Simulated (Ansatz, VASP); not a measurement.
# F: VASP beside Ansatz

INCAR

```
SYSTEM = F
  ALGO = Normal
  EDIFF = 1E-7
  ENCUT = 520
  GGA = PS
  ISIF = 2
  ISMEAR = -1
  LASPH = .TRUE.
  LCHARG = .FALSE.
  LREAL = .FALSE.
  LWAVE = .FALSE.
  NBANDS = 14
  NELM = 80
  PREC = Accurate
  SIGMA = 0.1
```

Contents of KPOINTS:

```
k-points
0
G
  18 18 10
  0 0 0
```

POSCAR

```
F
1.0
    2.0223470252      0.0000000000      0.0000000000
   -1.0111735126      1.7514038991      0.0000000000
    0.0000000000      0.0000000000      2.7681978994
F
2
Direct
    0.3333333333      0.6666666667      0.2500000000
    0.6666666667      0.3333333333      0.7500000000
```

Input for Ansatz:

```yaml
crystal:
  lattice:
    - [2.0223470252, 0.0, 0.0]
    - [-1.0111735126, 1.7514038991, 0.0]
    - [0.0, 0.0, 2.7681978994]
  atoms:
    - { symbol: F, position: [0.3333333333, 0.6666666667, 0.25] }
    - { symbol: F, position: [0.6666666667, 0.3333333333, 0.75] }
kpoints:
  mp_grid: { grid: [18, 18, 10] }
scf:
  occupations: { method: fermi_dirac, width: 0.1 }
hamiltonian:
  xc: pbesol
  pseudopotentials: { kind: paw }
output:
  forces: true
  stress: true
  eigenvalues: true
  populations: true
  write_density: true
  write_potential: true
  elf: true
  volumetric_format: npy
```

Change from the starting cell: volume scaled by 0.5, PAW files.

Alike in both runs: task single point; functional PBEsol; k mesh 18 × 18 × 10; occupations fermi-dirac, width 0.1 eV; no spin polarisation.

```csv
,VASP,Ansatz
version,VASP 6.6.1,Ansatz 0.2.0
potentials or method,"VASP PAW PBE potentials, release 64 (F)","PAW with Ansatz's default frozen-core files, scalar-relativistic"
plane-wave cutoff (eV),520,420
valence electrons in the cell,14,14
```

|  | VASP | Ansatz | Ansatz less VASP |
| --- | --- | --- | --- |
| pressure (GPa) | 234.1 | 234.8 | +0.69 |
| traceless stress, the component that is largest in VASP (GPa) | 0.74 | 0.07 | -0.671 |

VASP's potentials were made for PBE, not for PBEsol. Both programs put the cell under a high pressure, so it lies far from rest at this level.

Noted on VASP's run: the cell as given lies far from equilibrium.
